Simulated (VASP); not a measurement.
# CsCl (Pm-3m) in VASP: further runs

CsCl is run at these levels: PBEsol; tasks: electric field gradients, vibrations by perturbation theory.

Program: VASP 6.6.1. These are calculated values, not measurements. Logs are shortened: lines on timing, memory, paths and dates and some standing lists are left out, and cuts for length are marked.

## Step 1: The cell of the first run

The structure is cubic, space group Pm-3m (No. 221). The conventional cell has a = 4.068 Å, b = 4.068 Å, c = 4.068 Å, α = 90.00°, β = 90.00°, γ = 90.00°. Within 4.6 Å of Cs (site symmetry m-3m) lie 8 Cl at 3.52 Å and 6 Cs at 4.07 Å. Within 4.6 Å of Cl (site symmetry m-3m) lie 8 Cs at 3.52 Å and 6 Cl at 4.07 Å.

## Step 2: Electric field gradients, PBEsol

INCAR

```
PREC = Accurate ; ENCUT = 400
EDIFF = 1E-8 ; ISMEAR = 0
SIGMA = 0.05 ; LREAL = False
LASPH = True ; NELM = 120
ALGO = Normal ; ISIF = 2
LWAVE = False ; LCHARG = False
GGA = PS ; LEFG = True
NBANDS = 15 ; GGA_COMPAT = False
```

KPOINTS

```
regular mesh
0
Gamma
  8 8 8
```

POSCAR

```
CsCl
1.0
    4.0683486820      0.0000000000      0.0000000000
    0.0000000000      4.0683486820      0.0000000000
    0.0000000000      0.0000000000      4.0683486820
Cs Cl
1 1
Direct
    0.0000000000      0.0000000000      0.0000000000
    0.5000000000      0.5000000000      0.5000000000
```

Potentials or basis: VASP PAW PBE potentials, release 64 (Cs_sv, Cl).

The run is started by

```console
cat potpaw_PBE.64/Cs_sv/POTCAR potpaw_PBE.64/Cl/POTCAR > POTCAR
mpirun -np 1 vasp_std > vasp.out
```

OUTCAR:

```text
PREC = Accurate
   ENCUT = 400
   EDIFF = 1E-8
   ISMEAR = 0
   LREAL = False
   LASPH = True
   NELM = 120
   ISIF = 2
   GGA = PS

 ion  position               nearest neighbor table
   1  0.000  0.000  0.000-
   2  0.500  0.500  0.500-

  LATTYP: Found a simple cubic cell.
 ALAT       =     4.0683486820

  Lattice vectors:

 A1 = (   4.0683486820,   0.0000000000,   0.0000000000)
 A2 = (   0.0000000000,   4.0683486820,   0.0000000000)
 A3 = (   0.0000000000,   0.0000000000,   4.0683486820)

Analysis of symmetry for initial positions (statically):
=====================================================================
 Subroutine PRICEL returns:
 Original cell was already a primitive cell.

 Routine SETGRP: Setting up the symmetry group for a
 simple cubic supercell.

 Subroutine GETGRP returns: Found 48 space group operations
 (whereof 48 operations were pure point group operations)
 out of a pool of 48 trial point group operations.

The static configuration has the point symmetry O_h .

Analysis of symmetry for dynamics (positions and initial velocities):
=====================================================================
 Subroutine PRICEL returns:
 Original cell was already a primitive cell.

 Routine SETGRP: Setting up the symmetry group for a
 simple cubic supercell.

 Subroutine GETGRP returns: Found 48 space group operations
 (whereof 48 operations were pure point group operations)
 out of a pool of 48 trial point group operations.

The dynamic configuration has the point symmetry O_h .

 Subroutine INISYM returns: Found 48 space group operations
 (whereof 48 operations are pure point group operations),
 and found     1 'primitive' translations

----------------------------------------------------------------------------------------

                                     Primitive cell

  volume of cell :      67.3371

  direct lattice vectors                    reciprocal lattice vectors
     4.068348682  0.000000000  0.000000000     0.245799974  0.000000000  0.000000000
     0.000000000  4.068348682  0.000000000     0.000000000  0.245799974  0.000000000
[... 135 lines left out ...]

 val. band max:       -0.1938478111   @ k =   0.0000   0.0000   0.0000
 cond. band min:       5.0198802682   @ k =   0.0000   0.0000   0.0000
 fundamental gap:      5.2137280792
 Fermi energy:         0.0580458293

 k-point     1 :       0.0000    0.0000    0.0000
  band No.  band energies     occupation
      1     -19.5189      2.00000
      2     -12.4084      2.00000
      3      -5.9605      2.00000
      4      -5.9605      2.00000
      5      -5.9605      2.00000
      6      -0.1938      2.00000
      7      -0.1938      2.00000
      8      -0.1938      2.00000
      9       5.0199      0.00000
     10       5.0199      0.00000
     11       5.0333      0.00000
     12       9.9439      0.00000
     13       9.9439      0.00000
     14       9.9439      0.00000
[... 401 lines left out ...]
      2     -12.3259      2.00000
      3      -6.7694      2.00000
      4      -6.6763      2.00000
      5      -5.8487      2.00000
      6      -0.8230      2.00000
      7      -0.7813      2.00000
      8      -0.4272      2.00000
      9       6.2472      0.00000
     10       6.2694      0.00000
     11       7.9638      0.00000
     12       7.9721      0.00000
     13      10.1445      0.00000
     14      11.2919      0.00000
     15      12.5641      0.00000

 [... further k-points ...]

------------------------ aborting loop because EDIFF is reached ----------------------------------------

  FORCE on cell =-STRESS in cart. coord.  units (eV):
  Direction    XX          YY          ZZ          XY          YZ          ZX
  --------------------------------------------------------------------------------------
  -------------------------------------------------------------------------------------
  Total        0.0221140      0.0221140      0.0221140     -0.0000000      0.0000000      0.0000000
  in kB        0.5261671      0.5261671      0.5261671     -0.0000000      0.0000000      0.0000000
  external PRESSURE =       0.5261671 kB  Pullay stress =       0.0000000 kB

 VOLUME and BASIS-vectors are now :
 -----------------------------------------------------------------------------
  energy-cutoff  :      400.00
  volume of cell :       67.34
      direct lattice vectors                 reciprocal lattice vectors
     4.068348682  0.000000000  0.000000000     0.245799974  0.000000000  0.000000000
     0.000000000  4.068348682  0.000000000     0.000000000  0.245799974  0.000000000
     0.000000000  0.000000000  4.068348682     0.000000000  0.000000000  0.245799974

 POSITION                                       TOTAL-FORCE (eV/Angst)
 -----------------------------------------------------------------------------------
      0.00000      0.00000      0.00000         0.000000      0.000000      0.000000
      2.03417      2.03417      2.03417         0.000000      0.000000      0.000000
 -----------------------------------------------------------------------------------
    total drift:                                0.000000      0.000000      0.000000

  FREE ENERGIE OF THE ION-ELECTRON SYSTEM (eV)
  ---------------------------------------------------
  free  energy   TOTEN  =        -6.8462432103 eV

  energy  without entropy=       -6.8462432103  energy(sigma->0) =       -6.84624321

 Electric field gradients (V/A^2)
---------------------------------------------------------------------
 ion       V_xx      V_yy      V_zz      V_xy      V_xz      V_yz
---------------------------------------------------------------------
   1      -0.000    -0.000     0.000    -0.000     0.000     0.000
   2       0.000     0.000     0.000     0.000     0.000     0.000
---------------------------------------------------------------------

 Electric field gradients after diagonalization (V/A^2)
 (convention: |V_zz| > |V_xx| > |V_yy|)
----------------------------------------------------------------------
 ion       V_xx      V_yy      V_zz     asymmetry (V_yy - V_xx)/ V_zz
----------------------------------------------------------------------
   1      -0.000    -0.000     0.000       0.007
   2       0.000     0.000     0.000      -0.073
----------------------------------------------------------------------

           NMR quadrupolar parameters

 Cq : quadrupolar parameter    Cq=e*Q*V_zz/h
 eta: asymmetry parameters     (V_yy - V_xx)/ V_zz
 Q  : nuclear electric quadrupole moment in mb (millibarn)
----------------------------------------------------------------------
 ion       Cq(MHz)       eta       Q (mb)
----------------------------------------------------------------------
   1       0.000       0.007       1.000
   2       0.000      -0.073       1.000
----------------------------------------------------------------------
```

OSZICAR:

```text
N       E                     dE             d eps       ncg     rms          rms(c)
DAV:   1     0.765722741928E+02    0.76572E+02   -0.59400E+03  1050   0.755E+02
DAV:   2    -0.209725086589E+01   -0.78670E+02   -0.73435E+02  1496   0.150E+02
DAV:   3    -0.715665405555E+01   -0.50594E+01   -0.50462E+01  1351   0.410E+01
DAV:   4    -0.719561648475E+01   -0.38962E-01   -0.38959E-01  1309   0.451E+00
DAV:   5    -0.719608882747E+01   -0.47234E-03   -0.47234E-03  1414   0.484E-01    0.213E+00
DAV:   6    -0.688699108758E+01    0.30910E+00   -0.33201E-01  1295   0.344E+00    0.143E+00
DAV:   7    -0.684770350720E+01    0.39288E-01   -0.11699E-01  1337   0.188E+00    0.915E-01
DAV:   8    -0.684639576074E+01    0.13077E-02   -0.14823E-02  1281   0.734E-01    0.157E-01
DAV:   9    -0.684613777359E+01    0.25799E-03   -0.18228E-03  1330   0.243E-01    0.840E-02
DAV:  10    -0.684623614178E+01   -0.98368E-04   -0.22306E-04  1267   0.102E-01    0.133E-02
DAV:  11    -0.684624408085E+01   -0.79391E-05   -0.23318E-05  1267   0.304E-02    0.114E-02
DAV:  12    -0.684624324683E+01    0.83402E-06   -0.63983E-06  1344   0.149E-02    0.279E-03
DAV:  13    -0.684624322424E+01    0.22596E-07   -0.26673E-07  1232   0.313E-03    0.179E-03
DAV:  14    -0.684624321662E+01    0.76207E-08   -0.10661E-07  1393   0.183E-03    0.911E-05
DAV:  15    -0.684624321031E+01    0.63094E-08   -0.29093E-09   791   0.366E-04
   1 F= -.68462432E+01 E0= -.68462432E+01  d E =-.157065E-14
```

Run time: 9.6 s. Hardware: 1 thread of Intel Xeon 6975P-C (Granite Rapids), shared host; peak memory 0.16 GiB.

What came out:

```yaml
Free_energy: -6.8462 eV
Pressure: 0.1 GPa
Band_gap_on_the_k_mesh: 5.21 eV
Largest_electric_field_gradient_by_atom: zero within the noise of the run
```

Levels at points of the mesh, in eV from the valence-band top:
```
           k point  band 4  band 5  band 6  band 7  band 8  band 9  band 10  band 11  band 12  band 13
(0.00, 0.00, 0.00)   -5.77   -5.77    0.00    0.00    0.00    5.21     5.21     5.23    10.14    10.14
(0.50, 0.00, 0.00)   -5.60   -5.60   -1.30   -0.29   -0.29    6.32     7.68     8.96     9.08     9.61
(0.50, 0.50, 0.00)   -6.65   -5.49   -0.44   -0.44   -0.08    5.84     5.91     7.93     7.93    12.11
(0.50, 0.50, 0.50)   -6.36   -6.36   -1.24   -1.24   -1.24    8.59     8.59     8.59    10.60    10.60
```

Caveat: the PAW data sets were made with another functional, which shifts forces and pressure a little; spin-orbit coupling is left out, which moves the levels of the heavy elements. A k mesh can miss the band edges.

[end of part 1 of 2]
